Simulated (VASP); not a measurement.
Input of a VASP 6.6.1 run:

Contents of INCAR:

```
  ALGO = Normal
  EDIFF = 1E-6
  EDIFFG = -0.04
  ENCUT = 600
  GGA = PS
  IBRION = 2
  ISIF = 3
  ISMEAR = 0
  LASPH = True
  LCHARG = False
  LREAL = False
  LWAVE = False
  NELM = 80
  NSW = 90
  PREC = Accurate
  SIGMA = 0.1
```

KPOINTS

```
k-points
0
Gamma
  9 9 4
```

Contents of POSCAR:

```
W
1.0
    2.7519163835      0.0000000000      0.0000000000
   -1.3759581918      2.3832294972      0.0000000000
    0.0000000000      0.0000000000      4.9168520391
W
2
Direct
    0.3333333333      0.6666666667      0.2500000000
    0.6666666667      0.3333333333      0.7500000000
```

Potentials or basis: VASP PAW PBE potentials, release 64 (W_sv).

The run is started by

```bash
$ cat potpaw_PBE.64/W_sv/POTCAR > POTCAR
$ mpirun -np 1 vasp_std > vasp.out
```

**Question.** Predict the band gap on the k mesh.

**Answer.** Zero (bands 14 and 15 overlap by 1.57 eV).

**Question.** Predict the relaxed cell.

**Answer.** a = 2.758 Å, b = 2.758 Å, c = 4.896 Å, α = 90.00°, β = 90.00°, γ = 120.00°.

**Question.** Estimate the relaxed volume.

**Answer.** 16.13 Å³/atom.

Final structure:
```
W
1.0
     2.75818    0.00000    0.00000
    -1.37909    2.38866    0.00000
     0.00000    0.00000    4.89579
W
2
Direct
  0.33333 0.66667 0.25000
  0.66667 0.33333 0.75000
```

Caveat: the PAW data sets were made with another functional, which shifts forces and pressure a little; spin-orbit coupling is left out, which moves the levels of the heavy elements.
